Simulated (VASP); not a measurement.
Here is a VASP 6.6.1 calculation.

INCAR

```
SYSTEM = AgCl
PREC = Accurate
ENCUT = 520
EDIFF = 1E-6
ISMEAR = -1
SIGMA = 0.02
LREAL = .False.
LASPH = .True.
NELM = 60
ALGO = Normal
ISIF = 2
LWAVE = .False.
LCHARG = .False.
GGA = PE
NBANDS = 16
```

The input KPOINTS:

```
regular mesh
0
Gamma
  8 8 8
  0 0 0
```

File POSCAR:

```
AgCl
1.0
    3.5775915610      0.0000000000      0.0000000000
    0.0000000000      3.5775915610      0.0000000000
    0.0000000000      0.0000000000      3.5775915610
Ag Cl
1 1
Direct
    0.0000000000      0.0000000000      0.0000000000
    0.5000000000      0.5000000000      0.5000000000
```

Potentials or basis: VASP PAW PBE potentials, release 64 (Ag, Cl).

The run is started by

```console
$ cat potpaw_PBE.64/Ag/POTCAR potpaw_PBE.64/Cl/POTCAR > POTCAR
$ mpirun -np 1 vasp_std > vasp.out
```

Question: Estimate the band gap on the k mesh.

Answer: 0.57 eV (least direct gap 1.71 eV).

Question: Predict the pressure.

Answer: -4.3 GPa.

Caveat: the cell differs from its parent crystal (strain +5.4%); the cell stands under tension. A k mesh can miss the band edges.
